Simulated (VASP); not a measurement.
Input of a VASP 6.6.1 run:

POSCAR

```
HfN
1.0
    3.2071871051      0.0000000000      0.0000000000
   -1.6035935526      2.7775055077      0.0000000000
    0.0000000000      0.0000000000      5.3601420262
Hf N
2 2
Direct
    0.6666666667      0.3333333333      0.7500000000
    0.3333333333      0.6666666667      0.2500000000
    0.0000000000      0.0000000000      0.0000000000
    0.0000000000      0.0000000000      0.5000000000
```

INCAR.step1

```
SYSTEM = HfN
ALGO = Normal
EDIFF = 1E-4
ENCUT = 520
GGA = PE
ISMEAR = 0
LASPH = .True.
LCHARG = .False.
LREAL = .False.
LWAVE = .True.
NBANDS = 23
NELM = 80
PREC = Accurate
SIGMA = 0.1
```

File INCAR.step2:

```
SYSTEM = HfN
ALGO = Normal
EDIFF = 1E-7
ENCUT = 520
ISIF = 2
ISMEAR = 0
ISTART = 1
LASPH = .True.
LCHARG = .False.
LMIXTAU = .True.
LREAL = .False.
LWAVE = .False.
METAGGA = R2SCAN
NBANDS = 23
NELM = 80
PREC = Accurate
SIGMA = 0.1
```

The input KPOINTS:

```
k-points
0
Gamma
  18 18 10
  0 0 0
```

Potentials or basis: VASP PAW PBE potentials, release 64 (Hf_pv, N).

Run with:

```bash
$ cat potpaw_PBE.64/Hf_pv/POTCAR potpaw_PBE.64/N/POTCAR > POTCAR
$ cp INCAR.step1 INCAR
$ mpirun -np 1 vasp_std > vasp.out
$ cp INCAR.step2 INCAR
$ mpirun -np 1 vasp_std > vasp.out
```

(1) Predict the pressure.

(2) Estimate the band gap on the k mesh.

Answers

(1) -9.7 GPa.

(2) zero (band 15 reaches 9.71 eV, above the bottom of band 16 at 7.21 eV).

Caveat: the cell differs from its parent crystal (biaxial strain in the a-b plane: +2.0 %); the PAW data sets were made with another functional, which shifts forces and pressure a little; spin-orbit coupling is left out, which moves the levels of the heavy elements.
